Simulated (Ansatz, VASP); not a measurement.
## One calculation of Hf, two programs

```
Hf
1.0
     3.20464    0.00000    0.00000
    -1.60232    2.77530    0.00000
     0.00000    0.00000    5.06814
Hf
2
Direct
  0.33333 0.66667 0.25000
  0.66667 0.33333 0.75000
```

Alike in both runs: functional PBE; k mesh 15 × 15 × 8; occupations fermi-dirac, width 0.05 eV; no spin polarisation.

Ansatz relaxed the structure, and its values are those at the end. VASP's run is a single point on that final structure, the one shown.

|  | VASP | Ansatz |
| --- | --- | --- |
| version | VASP 6.6.1 | Ansatz 0.2.0 |
| potentials or method | VASP PAW PBE potentials, release 64 (Hf_pv) | PAW with Ansatz's default frozen-core files, scalar-relativistic |
| plane-wave cutoff (eV) | 520 | 420 |
| valence electrons in the cell | 20 | 52 |

```csv
,VASP,Ansatz,Ansatz less VASP
pressure (GPa),-0.4,0.0,+0.44
```

VASP's potentials hold 20 valence electrons a cell and Ansatz's 52, so a difference there can come from the potentials and not from the codes.

Neither program's run includes spin-orbit coupling.
